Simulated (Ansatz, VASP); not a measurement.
One calculation of Zr, two programs

```
Zr
1.0
     2.71354    0.00000    0.00000
     0.00000    2.71354    0.00000
     0.00000    0.00000    2.71354
Zr
1
Direct
  0.00000 0.00000 0.00000
```

Alike in both runs: task single point; functional LDA; k mesh 13 × 13 × 13; occupations fermi-dirac, width 0.1 eV; no spin polarisation.

```csv
,VASP,Ansatz
version,VASP 6.6.1,Ansatz 0.2.0
potentials or method,"VASP PAW LDA potentials, release 64 (Zr_sv), cutoff 520 eV","plane waves (420 eV) with PAW, scalar-relativistic"
valence electrons in the cell,12,12
```

VASP gave:

* pressure (GPa): 13.7

Q: Which values does Ansatz return?

A: Pressure (GPa): 13.5.

Ansatz warns that its potentials were made for another functional, while VASP's fit it. LDA's correlation is that of Perdew and Zunger in VASP and of Perdew and Wang (1992) in Ansatz.
